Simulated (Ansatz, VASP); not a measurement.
## Two plane-wave programs on GaP

INCAR

```
PREC     = Accurate       # precision mode
ENCUT    = 500            # plane-wave cutoff, eV
EDIFF    = 1E-7           # SCF threshold, eV
ISMEAR   = -1             # smearing method
SIGMA    = 0.05           # smearing width, eV
LREAL    = False          # projectors in reciprocal space
LASPH    = True           # aspherical terms in the spheres
NELM     = 120            # most SCF steps
ALGO     = Normal         # electronic algorithm
ISIF     = 3              # what is computed and relaxed
LWAVE    = False          # write WAVECAR
LCHARG   = False          # write CHGCAR
GGA      = LIBXC          # functional
LIBXC1   = GGA_X_B88    
LIBXC2   = GGA_C_PBE    
IBRION   = 2              # ionic algorithm
NSW      = 60             # ionic steps
EDIFFG   = -0.01          # ionic threshold
GGA_COMPAT= False        
NELMIN   = 4
```

File KPOINTS:

```
regular mesh
0
Gamma
  8 8 8
```

Contents of POSCAR:

```
GaP
1.0
    0.0000000000      2.7252500000      2.7252500000
    2.7252500000      0.0000000000      2.7252500000
    2.7252500000      2.7252500000      0.0000000000
Ga P
1 1
Direct
    0.0000000000      0.0000000000      0.0000000000
    0.7500000000      0.7500000000      0.7500000000
```

File input.yaml:

```yaml
crystal:
  lattice:
    - [0.0, 2.72525, 2.72525]
    - [2.72525, 0.0, 2.72525]
    - [2.72525, 2.72525, 0.0]
  atoms:
    - { symbol: Ga, position: [0.0, 0.0, 0.0] }
    - { symbol: P, position: [0.75, 0.75, 0.75] }
hamiltonian:
  xc: { exchange: b88, correlation: pbe }
  pseudopotentials: { kind: paw }
kpoints:
  mp_grid: { grid: [8, 8, 8] }
scf:
  occupations: { method: fermi_dirac, width: 0.05 }
output:
  forces: true
  stress: true
relax:
  f_tol: 0.01
  max_steps: 40
  cell: { stress_tol: 0.05 }
```

Alike in both runs: task relaxation of cell and atoms; functional b88 exchange, pbe correlation; k mesh 8 × 8 × 8; occupations fermi-dirac, width 0.05 eV; no spin polarisation.

|  | VASP | Ansatz |
| --- | --- | --- |
| version | VASP 6.6.1 | Ansatz 0.2.0 |
| potentials or method | VASP PAW PBE potentials, release 64 (Ga_d, P) | Ansatz PAW |
| plane-wave cutoff (eV) | 500 | 420 |
| valence electrons in the cell | 18 | 18 |

Ansatz gave:

| Quantity | Value |
| --- | --- |
| relaxed volume (Å³/atom) | 20.83 |
| relaxed cell length with the largest relative difference (Å) | 3.891 |

What did VASP give for the same quantities?

Relaxed volume (Å³/atom): 20.82; relaxed cell length with the largest relative difference (Å): 3.890.

VASP's potentials were made for PBE, not for b88 exchange, pbe correlation.

Noted on Ansatz's run: the plane-wave basis is chosen anew once the cell has moved, so the energies of steps on either side of that aren't comparable.
